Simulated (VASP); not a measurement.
Runs of VASP 6.6.1 on Sb. The structure is that of space group P6/mmm (No. 191), or close to it. The cells are those of the table. 

```tsv
task	cell	k mesh	cutoff (eV)	gap on the mesh (eV)	pressure (GPa)	relaxed volume (Å³/atom)	largest force (eV/Å)
single point	a = 7.013, b = 7.013, c = 5.611 Å, angles 90.0, 90.0, 120.0°, 8 atoms	3 × 3 × 4	520	none	42.4	-	10.46
single point	a = 5.794, b = 5.794, c = 9.137 Å, angles 90.0, 90.0, 120.0°, 8 atoms	3 × 3 × 4	520	none	0.0	-	-
single point	a = 5.872, b = 5.872, c = 8.933 Å, angles 90.0, 90.0, 120.0°, 8 atoms	6 × 6 × 4	520	none	0.0	-	0.01
relaxation of cell and atoms	relaxed from a = 7.013, b = 7.013, c = 5.611 Å, angles 90.0, 90.0, 120.0°, 8 atoms	3 × 3 × 4	600	none	0.0	(a)	0.01
relaxation of cell and atoms	relaxed from a = 5.794, b = 5.794, c = 9.137 Å, angles 90.0, 90.0, 120.0°, 8 atoms	6 × 6 × 4	600	none	0.0	33.32	-
```

Alike in all rows: level PBE; potentials or basis VASP PAW PBE potentials, release 64 (Sb); no spin polarisation; smearing gaussian 0.1 eV.

Task: Fill in the values left out.

Result: (a) 44.85.

Caveats: some runs use coarse meshes; spin-orbit coupling is left out, which moves the levels of the heavy elements; forces of over 1 eV/Å act on the atoms, so gaps and moduli don't describe the material at rest (some runs); the volume moved by over 15 % at a fixed basis, so the end points are rough (some runs).

A k mesh can miss the band edges, and the runs leave out spin-orbit coupling on Sb.

A gap of «none» marks levels without a gap at the run's occupations.
